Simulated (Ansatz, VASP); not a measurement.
## InSe in VASP and in Ansatz

File INCAR:

```
SYSTEM = InSe
ALGO     = Normal         ! electronic algorithm
EDIFF    = 1E-6           ! SCF threshold, eV
ENCUT    = 520            ! plane-wave cutoff, eV
ISIF     = 2              ! what is computed and relaxed
ISMEAR   = 0              ! smearing method
LASPH    = .True.         ! aspherical terms in the spheres
LCHARG   = .True.         ! write CHGCAR
LELF     = .True.         ! ELF
LREAL    = .False.        ! projectors in reciprocal space
LVHAR    = .True.       
LWAVE    = .False.        ! write WAVECAR
NBANDS   = 27             ! bands
NELM     = 60             ! most SCF steps
PREC     = Accurate       ! precision mode
SIGMA    = 0.01           ! smearing width, eV
```

KPOINTS

```
k-points
0
Gamma
  6 6 6
  0 0 0
```

POSCAR

```
InSe
1.0
    2.0000000000      1.1547005400      8.4400000000
   -2.0000000000      1.1547005400      8.4400000000
    0.0000000000     -2.3094010800      8.4400000000
In Se
2 2
Direct
    0.0000000000      0.0000000000      0.0000000000
    0.1114000000      0.1114000000      0.1114000000
    0.6165000000      0.6165000000      0.6165000000
    0.8281000000      0.8281000000      0.8281000000
```

Input for Ansatz:

```yaml
crystal:
  lattice:
    - [2.0, 1.15470054, 8.44]
    - [-2.0, 1.15470054, 8.44]
    - [0.0, -2.30940108, 8.44]
  atoms:
    - { symbol: In, position: [0.0, 0.0, 0.0] }
    - { symbol: In, position: [0.1114, 0.1114, 0.1114] }
    - { symbol: Se, position: [0.6165, 0.6165, 0.6165] }
    - { symbol: Se, position: [0.8281000000000001, 0.8281000000000001, 0.8281000000000001] }
basis:
  ecutwfc: 550.0
kpoints:
  mp_grid:
    grid: [6, 6, 6]
hamiltonian:
  xc: lda
scf:
  occupations:
    method: fixed
output:
  optics:
    de: 0.05
    sigma: 0.3
    nscf_kmesh:
      grid: [8, 8, 8]
    bands:
      spectra_wanted_up_to: 6.0
```

Alike in both runs: task single point; functional LDA; k mesh 6 × 6 × 6; no spin polarisation.

|  | VASP | Ansatz |
| --- | --- | --- |
| version | VASP 6.6.1 | Ansatz 0.2.0 |
| potentials or method | VASP PAW LDA potentials, release 64 (In_d, Se), cutoff 520 eV | plane waves, PAW |
| occupations | gaussian, width 0.01 eV | fixed |
| valence electrons in the cell | 38 | 58 |

Ansatz gave:

```
gap on the k mesh at the Fermi level (eV) : 0.22
```

Task: Which values does VASP return?

Result: gap on the k mesh at the Fermi level (eV): 0.23.

LDA's correlation is that of Perdew and Zunger in VASP and of Perdew and Wang (1992) in Ansatz. VASP's potentials hold 38 valence electrons a cell and Ansatz's 58, so a difference there can come from the potentials and not from the codes.
